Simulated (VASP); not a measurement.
SrO:

```
Sr O
1.0
     0.00000    2.56980    2.56980
     2.56980    0.00000    2.56980
     2.56980    2.56980    0.00000
Sr O
1 1
Cartesian
  0.0000 0.0000 0.0000
  2.5698 2.5698 2.5698
```

| Item | Value |
| --- | --- |
| Program | VASP 6.6.1 |
| Task | relaxation of cell and atoms |
| Functional | PBE |
| Potentials or basis | VASP PAW PBE potentials, release 64 (Sr_sv, O) |
| Cutoff | 600 eV |
| k mesh | 8 × 8 × 8 |
| Occupations | gaussian, width 0.02 eV |
| Spin | no spin polarisation |

At the start: pressure 3.4 GPa; volume 16.97 Å³/atom.

Question: How do energy, volume and symmetry change on relaxing?

Answer: Over 3 steps the energy falls by 6.6 meV/atom and the volume is 17.62 Å³/atom (+3.8 %); space group Fm-3m (No. 225, to 0.05 Å).

The path:
| step | energy change (eV) | largest force (eV/Å) | pressure (GPa) | volume (Å³) |
| --- | --- | --- | --- | --- |
| 1 | 0.0000 | 0.0000 | 3.42 | 33.94 |
| 2 | -0.0113 | 0.0000 | -1.19 | 35.75 |
| 3 | -0.0133 | 0.0000 | 0.01 | 35.23 |

Final structure:
```
Sr O
1.0
     0.00000    2.60194    2.60194
     2.60194    0.00000    2.60194
     2.60194    2.60194    0.00000
Sr O
1 1
Direct
  0.00000 0.00000 0.00000
  0.50000 0.50000 0.50000
```
